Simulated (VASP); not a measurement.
Write the native input for VASP 6.6.1 that does the following.

* Task: electric field gradients
* Functional: r2SCAN
* Potentials or basis: VASP PAW PBE potentials, release 64 (Zn, Se)
* Cutoff: 520 eV
* k mesh: 8 × 8 × 8
* Occupations: fermi-dirac, width 0.03 eV
* Spin: no spin polarisation
* Dipole correction: no
* Further INCAR settings: ALGO = Normal; EDIFF = 1e-08; NBANDS = 16

The system is ZnSe.

```
Zn Se
1.0
     0.00000    2.83380    2.83380
     2.83380    0.00000    2.83380
     2.83380    2.83380    0.00000
Zn Se
1 1
Direct
  0.00000 0.00000 0.00000
  0.75000 0.75000 0.75000
```

One way to write it, as run:

POSCAR

```
ZnSe
1.0
    0.0000000000      2.8338000000      2.8338000000
    2.8338000000      0.0000000000      2.8338000000
    2.8338000000      2.8338000000      0.0000000000
Zn Se
1 1
Direct
    0.0000000000      0.0000000000      0.0000000000
    0.7500000000      0.7500000000      0.7500000000
```

INCAR.step1

```
SYSTEM = ZnSe
PREC     = Accurate       ! precision mode
ENCUT    = 520            ! plane-wave cutoff, eV
ISMEAR   = -1             ! smearing method
SIGMA    = 0.03           ! smearing width, eV
LREAL    = .False.        ! projectors in reciprocal space
LASPH    = .True.         ! aspherical terms in the spheres
NELM     = 60             ! most SCF steps
NBANDS   = 16             ! bands
GGA      = PE             ! functional
ALGO     = Normal         ! electronic algorithm
EDIFF    = 1E-4           ! SCF threshold, eV
LWAVE    = .True.         ! write WAVECAR
LCHARG   = .False.        ! write CHGCAR
```

INCAR.step2

```
SYSTEM = ZnSe
PREC     = Accurate       ! precision mode
ENCUT    = 520            ! plane-wave cutoff, eV
EDIFF    = 1E-8           ! SCF threshold, eV
ISMEAR   = -1             ! smearing method
SIGMA    = 0.03           ! smearing width, eV
LREAL    = .False.        ! projectors in reciprocal space
LASPH    = .True.         ! aspherical terms in the spheres
NELM     = 60             ! most SCF steps
ALGO     = Normal         ! electronic algorithm
ISIF     = 2              ! what is computed and relaxed
LWAVE    = .False.        ! write WAVECAR
LCHARG   = .False.        ! write CHGCAR
METAGGA  = R2SCAN         ! meta-GGA
LMIXTAU  = .True.       
LEFG     = .True.       
NBANDS   = 16             ! bands
ISTART   = 1
```

KPOINTS

```
regular mesh
0
Gamma
  8 8 8
  0 0 0
```

Potentials or basis: VASP PAW PBE potentials, release 64 (Zn, Se).

Run with:

```sh
$ cat potpaw_PBE.64/Zn/POTCAR potpaw_PBE.64/Se/POTCAR > POTCAR
$ cp INCAR.step1 INCAR
$ mpirun -np 1 vasp_std > vasp.out
$ cp INCAR.step2 INCAR
$ mpirun -np 1 vasp_std > vasp.out
```

Results of the run:

```yaml
Pressure: 0.0 GPa
Band_gap_on_the_k_mesh: 1.87 eV
Largest_electric_field_gradient_by_atom: zero within the noise of the run
```

Caveat: the PAW data sets were made with another functional, which shifts forces and pressure a little.

It took 3.9 min on 1 thread of Intel Xeon 8259CL, on a shared host, peak memory 0.18 GiB.
